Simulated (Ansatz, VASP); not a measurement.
## Si2B3: VASP beside Ansatz

```
Si B
1.0
     4.23258    0.00000    0.00000
     0.00000    4.23258    0.00000
     0.00000    0.00000    3.85102
Si B
2 3
Direct
  0.50000 0.50000 0.00000
  0.00000 0.00000 0.00000
  0.00000 0.50000 0.00000
  0.50000 0.00000 0.00000
  0.50000 0.50000 0.50000
```

Alike in both runs: functional PBE; k mesh 4 × 4 × 4; occupations gaussian, width 0.2 eV; no spin polarisation.

Ansatz relaxed the structure, and its values are those at the end. VASP's run is a single point on that final structure, the one shown.

```csv
,VASP,Ansatz
version,VASP 6.6.1,Ansatz 0.2.0
potentials or method,"VASP PAW PBE potentials, release 64 (Si, B), cutoff 500 eV","scalar-relativistic, plane waves, PAW"
valence electrons in the cell,17,17
```

|  | VASP | Ansatz | Ansatz less VASP |
| --- | --- | --- | --- |
| gap on the k mesh at the Fermi level (eV) | none | none | - |
| pressure (GPa) | 0.1 | 0.2 | +0.07 |

A gap of «none» marks a metal or a gap that the smearing closes.

The k mesh is coarse, so the values compare programs but aren't converged.
